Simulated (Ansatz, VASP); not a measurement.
# One calculation of Fe, two programs

INCAR

```
  ALGO = Normal
  EDIFF = 1E-6
  ENCUT = 520
  GGA = PE
  ISIF = 2
  ISMEAR = -1
  ISPIN = 2
  LASPH = T
  LCHARG = F
  LMAXMIX = 4
  LORBIT = 11
  LREAL = F
  LWAVE = F
  MAGMOM = 2.5 2.5 2.5
  NBANDS = 23
  NELM = 150
  PREC = Accurate
  SIGMA = 0.1
```

The input KPOINTS:

```
k-points
0
Gamma
  11 11 15
```

The input POSCAR:

```
Fe
1.0
    0.0000000000      2.8313533341     -2.8313533341
   -2.8313533341      0.0000000000      2.8313533341
    1.4156766670      1.4156766670      1.4156766670
Fe
3
Direct
    0.0000000000      0.0000000000      0.0000000000
    0.3333333330      0.6666666670      0.3333333330
    0.6666666670      0.3333333330      0.6666666670
```

Input for Ansatz:

```yaml
crystal:
  lattice:
    - [0.0, 2.8313533341, -2.8313533341]
    - [-2.8313533341, 0.0, 2.8313533341]
    - [1.415676667, 1.415676667, 1.415676667]
  atoms:
    - { symbol: Fe, position: [0.0, 0.0, 0.0], spin: 2.5 }
    - { symbol: Fe, position: [0.333333333, 0.666666667, 0.333333333], spin: 2.5 }
    - { symbol: Fe, position: [0.666666667, 0.333333333, 0.666666667], spin: 2.5 }
magnetization:
  spin_polarized: true
kpoints:
  mp_grid: { grid: [11, 11, 15] }
scf:
  occupations: { method: fermi_dirac, width: 0.1 }
hamiltonian:
  xc: pbe
  pseudopotentials: { kind: paw }
output:
  forces: true
  stress: true
  eigenvalues: true
```

Alike in both runs: task single point; functional PBE; k mesh 11 × 11 × 15; occupations fermi-dirac, width 0.1 eV; collinear spin.

|  | VASP | Ansatz |
| --- | --- | --- |
| version | VASP 6.6.1 | Ansatz 0.2.0 |
| potentials or method | VASP PAW PBE potentials, release 64 (Fe) | PAW with Ansatz's default frozen-core files, scalar-relativistic |
| plane-wave cutoff (eV) | 520 | 420 |
| valence electrons in the cell | 24 | 48 |

|  | VASP | Ansatz | Ansatz less VASP |
| --- | --- | --- | --- |
| pressure (GPa) | 0.0 | 0.2 | +0.14 |
| net moment per atom (μB) | 2.18 | 2.16 | -0.019 |
| size of the moment on the site where the two differ most (μB) | 2.18 | 2.21 | +0.031 |

Site moments also hang on the region over which each program counts them. VASP's potentials hold 24 valence electrons a cell and Ansatz's 48, so a difference there can come from the potentials and not from the codes.
